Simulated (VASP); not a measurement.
## AlN: single point with PBE

The system is AlN.

```xyz
2
Lattice="-0.0396 1.9595 1.9595 1.9595 -0.0396 1.9595 1.9595 1.9595 -0.0396" Properties=species:S:1:pos:R:3 pbc="T T T"
Al    1.9397    1.9397    1.9397
N     0.0000    0.0000    0.0000
```

* Program: VASP 6.6.1
* Task: single point
* Functional: PBE
* Potentials or basis: VASP PAW PBE potentials, release 64 (Al, N)
* Cutoff: 520 eV
* k mesh: 10 × 10 × 10
* Occupations: gaussian, width 0.05 eV
* Spin: no spin polarisation
* Dipole correction: no
* Further INCAR settings: ALGO = Normal; EDIFF = 1e-06; NBANDS = 11

```
Pressure               : 24.7 GPa
Band gap on the k mesh : 4.59 eV, indirect (least direct gap 6.30 eV)
```

Stress tensor (GPa, compression positive):
```
24.70  6.66  6.66
 6.66 24.70  6.66
 6.66  6.66 24.70
```

Levels at points of the mesh, in eV from the valence-band top:
```tsv
k point	band 2	band 3	band 4	band 5	band 6	band 7
(0.00, 0.00, 0.00)	-0.42	-0.42	0.00	6.30	11.76	11.76
(0.50, 0.00, 0.00)	-9.08	-1.54	-1.27	6.38	11.22	11.64
(0.50, 0.50, 0.00)	-8.10	-3.47	-3.02	4.59	5.28	14.50
(0.50, 0.50, 0.50)	-8.79	-1.70	-1.70	5.84	10.75	10.75
```

Run time: 12 s on 1 thread of Intel(R) Xeon(R) Platinum 8488C (Sapphire Rapids) (shared host), peak memory 0.14 GiB.

A k mesh can miss the band edges. A hybrid or GW would open this gap; PBE tends to underestimate it.
